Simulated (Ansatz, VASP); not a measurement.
# Two plane-wave programs on P

```
CELL_PARAMETERS angstrom
-1.58977 2.56164 1.86898
1.58977 -2.62529 1.95510
1.58977 2.62529 -1.95510
ATOMIC_POSITIONS crystal
P 0.79913 0.05497 0.74416
P 0.20087 0.94503 0.25584
```

Alike in both runs: task single point; functional PBE; k mesh 14 × 14 × 14; occupations gaussian, width 0.1 eV; no spin polarisation.

|  | VASP | Ansatz |
| --- | --- | --- |
| version | VASP 6.6.1 | Ansatz 0.2.0 |
| potentials or method | VASP PAW PBE potentials, release 64 (P), cutoff 520 eV | scalar-relativistic, plane waves, PAW |
| valence electrons in the cell | 10 | 10 |

VASP gave:

```
gap on the k mesh at the Fermi level (eV)                     : none
pressure (GPa)                                                : 6.2
traceless stress, the component that is largest in VASP (GPa) : 9.79
rms of the force components (eV/Å)                            : 0.216
```

Problem. Estimate Ansatz's values.

Solution. gap on the k mesh at the Fermi level (eV): none; pressure (GPa): 6.5; traceless stress, the component that is largest in VASP (GPa): 9.87; rms of the force components (eV/Å): 0.257.

Atom by atom the forces differ by 0.043 eV/Å (rms over components). A gap of «none» marks a metal or a gap that the smearing closes. The functional is the same, so the differences come from potentials, cutoffs and numerics.
